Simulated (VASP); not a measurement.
# PbS in VASP: single point with PBE

Aim: the single point of PbS with PBE.

All numbers are computed with VASP 6.6.1; they aren't measurements. Logs are shortened: lines on timing, memory, paths and dates and some standing lists are left out, and cuts for length are marked.

### 1 The cell of the first run

The cell holds a slab with vacuum, 8 atoms: a = 4.193 Å, b = 4.193 Å, c = 26.895 Å, α = 90.00°, β = 90.00°, γ = 90.00°.

### 2 Single point, PBE

Contents of INCAR:

```
SYSTEM = PbS
PREC = Accurate
ENCUT = 400
EDIFF = 1E-6
ISMEAR = 0
SIGMA = 0.05
LREAL = .False.
LASPH = .True.
NELM = 120
ALGO = Normal
ISIF = 2
LWAVE = .False.
LCHARG = .False.
LDIPOL = .True.
IDIPOL = 3
DIPOL = 0.5 0.5 0.503
GGA = PE
NBANDS = 50
GGA_COMPAT = .False.
NELMDL = -8
```

Contents of KPOINTS:

```
Automatic mesh
0
Gamma
  14 14 1
  0 0 0
```

Contents of POSCAR:

```
PbS
1.0
    4.1931432100      0.0000000000      0.0000000000
    0.0000000000      4.1931432100      0.0000000000
    0.0000000000      0.0000000000     26.8950000249
Pb S
4 4
Direct
    0.5000000000      0.5000000000      0.3346346902
    0.0000000000      0.0000000000      0.4448782301
    0.5000000000      0.5000000000      0.5636142055
    0.0000000000      0.0000000000      0.6692697222
    0.0000000000      0.0000000000      0.3346346902
    0.5000000000      0.5000000000      0.4448782301
    0.0000000000      0.0000000000      0.5656926995
    0.5000000000      0.5000000000      0.6677437289
```

Potentials or basis: VASP PAW PBE potentials, release 64 (Pb_d, S).

The run is started by

```console
$ cat potpaw_PBE.64/Pb_d/POTCAR potpaw_PBE.64/S/POTCAR > POTCAR
$ mpirun -np 1 vasp_std > vasp.out
```

OUTCAR:

```text
SYSTEM = PbS
   PREC = Accurate
   ENCUT = 400
   EDIFF = 1E-6
   ISMEAR = 0
   LREAL = .False.
   LASPH = .True.
   NELM = 120
   ISIF = 2
   GGA = PE
   NELMDL = -8

 ion  position               nearest neighbor table
   1  0.500  0.500  0.335-   5 2.96   5 2.96   5 2.96   5 2.96   6 2.97
   2  0.000  0.000  0.445-   6 2.96   6 2.96   6 2.96   6 2.96   5 2.97   7 3.25
   3  0.500  0.500  0.564-   8 2.80   7 2.97   7 2.97   7 2.97   7 2.97   6 3.19   4 4.11   4 4.11
                             4 4.11   4 4.11
   4  0.000  0.000  0.669-   7 2.79   8 2.97   8 2.97   8 2.97   8 2.97   3 4.11   3 4.11   3 4.11
                             3 4.11
   5  0.000  0.000  0.335-   1 2.96   1 2.96   1 2.96   1 2.96   2 2.97
   6  0.500  0.500  0.445-   2 2.96   2 2.96   2 2.96   2 2.96   1 2.97   3 3.19
   7  0.000  0.000  0.566-   4 2.79   3 2.97   3 2.97   3 2.97   3 2.97   2 3.25
   8  0.500  0.500  0.668-   3 2.80   4 2.97   4 2.97   4 2.97   4 2.97

  LATTYP: Found a simple tetragonal cell.
 ALAT       =     4.1931432100
 C/A-ratio  =     6.4140428022

  Lattice vectors:

 A1 = (   4.1931432100,   0.0000000000,   0.0000000000)
 A2 = (   0.0000000000,   4.1931432100,   0.0000000000)
 A3 = (   0.0000000000,   0.0000000000,  26.8950000249)

Analysis of symmetry for initial positions (statically):
=====================================================================
 Subroutine PRICEL returns:
 Original cell was already a primitive cell.

 Routine SETGRP: Setting up the symmetry group for a
 simple tetragonal supercell.

 Subroutine GETGRP returns: Found  8 space group operations
 (whereof  8 operations were pure point group operations)
 out of a pool of 16 trial point group operations.

The static configuration has the point symmetry C_4v.

Analysis of symmetry for dynamics (positions and initial velocities):
=====================================================================
 Subroutine PRICEL returns:
 Original cell was already a primitive cell.

 Routine SETGRP: Setting up the symmetry group for a
 simple tetragonal supercell.

 Subroutine GETGRP returns: Found  8 space group operations
 (whereof  8 operations were pure point group operations)
 out of a pool of 16 trial point group operations.

The dynamic configuration has the point symmetry C_4v.

 Subroutine INISYM returns: Found  8 space group operations
 (whereof  8 operations are pure point group operations),
 and found     1 'primitive' translations

----------------------------------------------------------------------------------------

                                     Primitive cell

  volume of cell :     472.8800

  direct lattice vectors                    reciprocal lattice vectors
     4.193143210  0.000000000  0.000000000     0.238484581  0.000000000  0.000000000
     0.000000000  4.193143210  0.000000000     0.000000000  0.238484581  0.000000000
     0.000000000  0.000000000 26.895000025     0.000000000  0.000000000  0.037181632

  length of vectors
     4.193143210  4.193143210 26.895000025     0.238484581  0.238484581  0.037181632

  position of ions in fractional coordinates (direct lattice)
     0.500000000  0.500000000  0.334634690
     0.000000000  0.000000000  0.444878230
     0.500000000  0.500000000  0.563614206
     0.000000000  0.000000000  0.669269722
     0.000000000  0.000000000  0.334634690
     0.500000000  0.500000000  0.444878230
     0.000000000  0.000000000  0.565692699
     0.500000000  0.500000000  0.667743729

  ion indices of the primitive-cell ions
   primitive index   ion index
                 1           1
                 2           2
                 3           3
                 4           4
                 5           5
                 6           6
                 7           7
                 8           8

----------------------------------------------------------------------------------------

 KPOINTS: Automatic mesh

Automatic generation of k-mesh.
 Grid dimensions read from file:
 generate k-points for:   14   14    1

 Generating k-lattice:

  Cartesian coordinates                     Fractional coordinates (reciprocal lattice)
     0.017034613  0.000000000  0.000000000     0.071428571  0.000000000  0.000000000
     0.000000000  0.017034613  0.000000000     0.000000000  0.071428571  0.000000000
     0.000000000  0.000000000  0.037181632     0.000000000  0.000000000  1.000000000

  Length of vectors
     0.017034613  0.017034613  0.037181632

  Shift w.r.t. Gamma in fractional coordinates (k-lattice)
     0.000000000  0.000000000  0.000000000

 Subroutine IBZKPT returns following result:
 ===========================================

 Found     36 irreducible k-points:

 Following reciprocal coordinates:
            Coordinates               Weight
  0.000000  0.000000  0.000000      1.000000
  0.071429  0.000000  0.000000      4.000000
  0.142857  0.000000  0.000000      4.000000
  0.214286  0.000000  0.000000      4.000000
  0.285714  0.000000  0.000000      4.000000
  0.357143  0.000000  0.000000      4.000000
[... 16 lines left out ...]
  0.285714  0.214286  0.000000      8.000000
  0.357143  0.214286  0.000000      8.000000
 [... further k-points ...]
   k-points           NKPTS =     36   k-points in BZ     NKDIM =     36   number of bands    NBANDS=     50
   number of dos      NEDOS =    301   number of ions     NIONS =      8
   total plane-waves  NPLWV = 141120
   dimension x,y,z NGX =    28 NGY =   28 NGZ =  180
   dimension x,y,z NGXF=    56 NGYF=   56 NGZF=  360
   ions per type =               4   4
   NGX,Y,Z   is equivalent  to a cutoff of  11.10, 11.10, 11.13 a.u.
   NGXF,Y,Z  is equivalent  to a cutoff of  22.20, 22.20, 22.25 a.u.
 SYSTEM =  PbS
   PREC   = accura    normal or accurate (medium, high low for compatibility)
   ISTART =      0    job   : 0-new  1-cont  2-samecut
   ICHARG =      2    charge: 1-file 2-atom 10-const
   ISPIN  =      1    spin polarized calculation?
   LNONCOLLINEAR =      F non collinear calculations
   LSORBIT =      F    spin-orbit coupling
   LASPH  =      T    aspherical Exc in radial PAW
   ENCUT  =  400.0 eV  29.40 Ry    5.42 a.u.   6.84  6.84 43.86*2*pi/ulx,y,z
   NELM   =    120;   NELMIN=  2; NELMDL= -8     # of ELM steps
   EDIFF  = 0.1E-05   stopping-criterion for ELM
   LREAL  =      F    real-space projection
   EDIFFG = 0.1E-04   stopping-criterion for IOM
   NSW    =      0    number of steps for IOM
   IBRION =     -1    ionic relax: 0-MD 1-quasi-New 2-CG
   NFREE  =      0    steps in history (QN), initial steepest desc. (CG)
   ISIF   =      2    stress and relaxation
   ISYM   =      2    0-nonsym 1-usesym 2-fastsym
   POTIM  = 0.5000    time-step for ionic-motion
   TEBEG  =    0.0;   TEEND  =   0.0 temperature during run
   PSTRESS=    0.0 pullay stress
   NELECT =      80.0000    total number of electrons
   NUPDOWN=      -1.0000    fix difference up-down
   EMIN   =  10.00;   EMAX   =-10.00  energy-range for DOS
   EFERMI =   0.00;   METHOD = LEGACY
   ISMEAR =     0;   SIGMA  =   0.05  broadening in eV -4-tet -1-fermi 0-gaus
   EFERMI_NEDOS =   21; number of points for ismear=-14 and -15
   IALGO  =     38    algorithm
   IMIX   =      4    mixing-type and parameters
     AMIX     =   0.40;   BMIX     =  1.00
     AMIX_MAG =   1.60;   BMIX_MAG =  1.00
  volume/ion in A,a.u.               =      59.11       398.89
  Fermi-wavevector in a.u.,A,eV,Ry     =   0.905429  1.711013 11.154085  0.819802
  Thomas-Fermi vector in A             =   2.028996
   LORBIT       =      0    0 simple, 1 ext, 2 COOP (PROOUT), +10 PAW based schemes
   GGA     = PE    functional components
   LHFCALC =     F    Hartree Fock is set to
   AEXX    =    0.0000 exact exchange contribution
   IVDW    =     0    specifies the selected vdW correction
   LEPSILON=     F    determine dielectric tensor
   LRPA    =     F    only Hartree local field effects (RPA)
 non-spin polarized calculation
 Gauss-broadening in eV      SIGMA  =   0.05
  energy-cutoff  :      400.00
  volume of cell :      472.88
 maximum number of plane-waves:      8636
 NGX is ok and might be reduce to    28
   NGX = 13   NGY = 13   NGZ = 87

 dipolmoment           0.000000      0.000000     -0.000000 electrons x Angstroem

 number of electron      80.0000014 magnetization

 dipolmoment           0.000000      0.000000      0.000888 electrons x Angstroem

 Free energy of the ion-electron system (eV)
  ---------------------------------------------------
  ext. energy  EPLUGINS =         0.00000000
  ---------------------------------------------------
  free energy    TOTEN  =       -34.64149866 eV

  energy without entropy =      -34.64149866  energy(sigma->0) =      -34.64149866

 E-fermi :   0.2041     XC(G=0):  -4.7415

 val. band max:       -0.0504504359   @ k =   0.4286   0.0000   0.0000
 cond. band min:       1.1744320013   @ k =   0.4286   0.0000   0.0000
 fundamental gap:      1.2248824372
 Fermi energy:         0.2040720723

 k-point     1 :       0.0000    0.0000    0.0000
  band No.  band energies     occupation
      1     -16.7009      2.00000
      2     -16.6486      2.00000
      3     -16.6057      2.00000
      4     -16.6057      2.00000
      5     -16.5844      2.00000
      6     -16.5709      2.00000
[... 42 lines left out ...]
     49       5.2150      0.00000
     50       5.2150      0.00000

 k-point     2 :       0.0714    0.0000    0.0000
  band No.  band energies     occupation
      1     -16.6986      2.00000
      2     -16.6460      2.00000
      3     -16.6064      2.00000
      4     -16.6056      2.00000
      5     -16.5826      2.00000
      6     -16.5693      2.00000
[... 42 lines left out ...]
     49       4.9194      0.00000
     50       5.0384      0.00000

 k-point     3 :       0.1429    0.0000    0.0000
  band No.  band energies     occupation
      1     -16.6922      2.00000
      2     -16.6387      2.00000
      3     -16.6084      2.00000
      4     -16.6054      2.00000
      5     -16.5777      2.00000
      6     -16.5655      2.00000
[... 42 lines left out ...]
     49       4.5318      0.00000
     50       4.6956      0.00000

 k-point     4 :       0.2143    0.0000    0.0000
  band No.  band energies     occupation
      1     -16.6833      2.00000
      2     -16.6284      2.00000
      3     -16.6112      2.00000
      4     -16.6051      2.00000
      5     -16.5705      2.00000
      6     -16.5610      2.00000
[... 999 lines left out ...]
 k-point    23 :       0.2857    0.2143    0.0000
  band No.  band energies     occupation
      1     -16.6658      2.00000
      2     -16.6144      2.00000
      3     -16.6120      2.00000
      4     -16.6105      2.00000
      5     -16.5874      2.00000
      6     -16.5494      2.00000
[... 42 lines left out ...]
     49       4.5320      0.00000
     50       4.8039      0.00000

 k-point    24 :       0.3571    0.2143    0.0000
  band No.  band energies     occupation
      1     -16.6605      2.00000
      2     -16.6171      2.00000
      3     -16.6112      2.00000
      4     -16.6069      2.00000
      5     -16.5978      2.00000
      6     -16.5551      2.00000
[... 42 lines left out ...]
     49       4.4660      0.00000
     50       4.6468      0.00000

 [... further k-points ...]

------------------------ aborting loop because EDIFF is reached ----------------------------------------

 vacuum level on the upper side and lower side of the slab       (xc-potential included)        -0.109        -0.118

  FORCE on cell =-STRESS in cart. coord.  units (eV):
  Direction    XX          YY          ZZ          XY          YZ          ZX
  --------------------------------------------------------------------------------------
  -------------------------------------------------------------------------------------
  Total        1.6684878      1.6684878     -2.1674918      0.0000000      0.0000000      0.0000000
  in kB        5.6530479      5.6530479     -7.3437368      0.0000000      0.0000000      0.0000000
  external PRESSURE =       1.3207864 kB  Pullay stress =       0.0000000 kB

 VOLUME and BASIS-vectors are now :
 -----------------------------------------------------------------------------
  energy-cutoff  :      400.00
  volume of cell :      472.88
      direct lattice vectors                 reciprocal lattice vectors
     4.193143210  0.000000000  0.000000000     0.238484581  0.000000000  0.000000000
     0.000000000  4.193143210  0.000000000     0.000000000  0.238484581  0.000000000
     0.000000000  0.000000000 26.895000025     0.000000000  0.000000000  0.037181632

 POSITION                                       TOTAL-FORCE (eV/Angst)
 -----------------------------------------------------------------------------------
      2.09657      2.09657      9.00000        -0.000000      0.000000      0.357563
      0.00000      0.00000     11.96500        -0.000000     -0.000000     -0.287293
      2.09657      2.09657     15.15840        -0.000000      0.000000      0.013046
      0.00000      0.00000     18.00001         0.000000     -0.000000      0.008883
      0.00000      0.00000      9.00000        -0.000000     -0.000000      0.345047
      2.09657      2.09657     11.96500        -0.000000     -0.000000     -0.414243
      0.00000      0.00000     15.21431        -0.000000     -0.000000     -0.017294
      2.09657      2.09657     17.95897        -0.000000     -0.000000     -0.005708
 -----------------------------------------------------------------------------------
    total drift:                                0.000000      0.000000     -0.000006

  FREE ENERGIE OF THE ION-ELECTRON SYSTEM (eV)
  ---------------------------------------------------
  free  energy   TOTEN  =       -34.6414986588 eV

  energy  without entropy=      -34.6414986588  energy(sigma->0) =      -34.64149866

 vacuum level on the upper side and lower side of the slab         4.213         4.203
```

It took 16 min on 1 thread of Intel Xeon Platinum 8488C (Sapphire Rapids), shared host; peak memory 0.63 GiB.

Results:

```
Free energy            : -34.6415 eV
Largest force          : 0.414 eV/Å
Band gap on the k mesh : 1.22 eV, direct
```

Forces in eV/Å, atoms in the order of the input:
```
Pb   0.000  0.000  0.358
Pb   0.000  0.000 -0.287
Pb   0.000  0.000  0.013
Pb   0.000  0.000  0.009
S    0.000  0.000  0.345
S    0.000  0.000 -0.414
S    0.000  0.000 -0.017
S    0.000  0.000 -0.006
```

Caveat: spin-orbit coupling is left out, which moves the levels of the heavy elements.
